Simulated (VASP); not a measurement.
Crystal: InPd.

```xyz
2
Lattice="3.3943 0.0000 0.0000 0.0000 3.3943 0.0000 0.0000 0.0000 3.1389" Properties=species:S:1:pos:R:3 pbc="T T T"
In    1.6972    1.6972    0.0000
Pd    0.0000    0.0000    1.5695
```

| Property | Result |
| --- | --- |
| Program | VASP 6.6.1 |
| Task | relaxation of cell and atoms |
| Functional | PBE |
| Potentials or basis | VASP PAW PBE potentials, release 64 (In_d, Pd) |
| Cutoff | 500 eV |
| k mesh | 16 × 16 × 18 |
| Occupations | gaussian, width 0.1 eV |
| Spin | no spin polarisation |

At the start: pressure 0.0 GPa; volume 18.08 Å³/atom.

**Question.** How do energy, volume and symmetry change on relaxing?

**Answer.** Over 4 steps the energy falls by 8.2 meV/atom and the volume is 18.07 Å³/atom (-0.1 %); space group P4/mmm (No. 123, to 0.1 Å) before, Pm-3m (No. 221, to 0.1 Å).

The path:
| step | energy change (eV) | largest force (eV/Å) | pressure (GPa) | volume (Å³) |
| --- | --- | --- | --- | --- |
| 1 | 0.0000 | 0.0000 | 0.02 | 36.17 |
| 2 | -0.0069 | 0.0000 | -0.04 | 36.17 |
| 3 | -0.0161 | 0.0000 | -0.08 | 36.16 |
| 4 | -0.0165 | 0.0000 | -0.04 | 36.15 |

Final structure:
```
CELL_PARAMETERS angstrom
3.31155 0.00000 0.00000
0.00000 3.31155 0.00000
0.00000 0.00000 3.29613
ATOMIC_POSITIONS crystal
In 0.50000 0.50000 0.00000
Pd 0.00000 0.00000 0.50000
```
